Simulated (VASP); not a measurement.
Here is a VASP 6.6.1 calculation.

File POSCAR:

```
Mo
1.0
   -1.5754675652      1.5754675652      1.5754675652
    1.5754675652     -1.5754675652      1.5754675652
    1.5754675652      1.5754675652     -1.5754675652
Mo
1
Direct
    0.0000000000      0.0000000000      0.0000000000
```

File INCAR.step1:

```
SYSTEM = Mo
ALGO = Normal
EDIFF = 1E-4
ENCUT = 520
GGA = PE
ISMEAR = 0
LASPH = .TRUE.
LCHARG = .FALSE.
LREAL = .FALSE.
LWAVE = .TRUE.
NBANDS = 13
NELM = 80
PREC = Accurate
SIGMA = 0.1
```

Contents of INCAR.step2:

```
SYSTEM = Mo
ALGO = Normal
EDIFF = 1E-6
ENCUT = 520
ISIF = 2
ISMEAR = 0
ISTART = 1
LASPH = .TRUE.
LCHARG = .FALSE.
LMIXTAU = .TRUE.
LREAL = .FALSE.
LWAVE = .FALSE.
METAGGA = R2SCAN
NBANDS = 13
NELM = 80
PREC = Accurate
SIGMA = 0.1
```

Contents of KPOINTS:

```
k-points
0
G
  24 24 24
  0 0 0
```

Potentials or basis: VASP PAW PBE potentials, release 64 (Mo_sv).

Run with:

```sh
$ cat potpaw_PBE.64/Mo_sv/POTCAR > POTCAR
$ cp INCAR.step1 INCAR
$ mpirun -np 1 vasp_std > vasp.out
$ cp INCAR.step2 INCAR
$ mpirun -np 1 vasp_std > vasp.out
```

**Question.** Estimate the band gap on the k mesh.

**Answer.** Zero (bands 7 and 8 overlap by 5.56 eV).

**Question.** Predict the pressure.

**Answer.** 1.1 GPa.

Caveat: the PAW data sets were made with another functional, which shifts forces and pressure a little.
